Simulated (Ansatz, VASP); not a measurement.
# Rh: VASP beside Ansatz

Contents of INCAR:

```
PREC = Accurate ; ENCUT = 520
EDIFF = 1E-6 ; ISMEAR = 0
SIGMA = 0.15 ; LREAL = False
LASPH = True ; NELM = 100
ALGO = Fast ; ISIF = 2
LWAVE = False ; LCHARG = False
GGA = PS ; NBANDS = 22
```

KPOINTS

```
Automatic mesh
0
Gamma
  24 24 14
```

Contents of POSCAR:

```
Rh
1.0
    2.5811866414      0.0000000000      0.0000000000
   -1.2905933207      2.2353732034      0.0000000000
    0.0000000000      0.0000000000      4.1558594340
Rh
2
Direct
    0.6666666667      0.3333333333      0.7500000000
    0.3333333333      0.6666666667      0.2500000000
```

Input for Ansatz:

```yaml
crystal:
  lattice:
    - [2.5811866414, 0.0, 0.0]
    - [-1.2905933207, 2.2353732034, 0.0]
    - [0.0, 0.0, 4.155859434]
  atoms:
    - { symbol: Rh, position: [0.6666666667, 0.3333333333, 0.75] }
    - { symbol: Rh, position: [0.3333333333, 0.6666666667, 0.25] }
basis:
  ecutwfc: 420
kpoints:
  mp_grid: { grid: [24, 24, 14] }
hamiltonian:
  xc: pbesol
scf:
  occupations: { method: gaussian, width: 0.15 }
output:
  forces: true
  stress: true
  eigenvalues: true
```

Change from the starting cell: strain -0.040 along x and y, -0.040 along z, atoms carried along.

Alike in both runs: task single point; functional PBEsol; k mesh 24 × 24 × 14; occupations gaussian, width 0.15 eV; no spin polarisation.

```csv
,VASP,Ansatz
version,VASP 6.6.1,Ansatz 0.2.0
potentials or method,"VASP PAW PBE potentials, release 64 (Rh_pv), cutoff 520 eV","scalar-relativistic, plane waves, PAW"
valence electrons in the cell,30,34
```

Ansatz gave:

```
gap on the k mesh at the Fermi level (eV)                     : none
pressure (GPa)                                                : 49.0
traceless stress, the component that is largest in VASP (GPa) : 1.77
```

Estimate VASP's values.

gap on the k mesh at the Fermi level (eV): none; pressure (GPa): 48.9; traceless stress, the component that is largest in VASP (GPa): 1.77.

VASP's potentials were made for PBE, not for PBEsol. A gap of «none» marks a metal or a gap that the smearing closes. Both programs put the cell under a high pressure, so it lies far from rest at this level. With one functional, cell and mesh, what is left measures potentials, basis and numerics. VASP's potentials hold 30 valence electrons a cell and Ansatz's 34, so a difference there can come from the potentials and not from the codes.
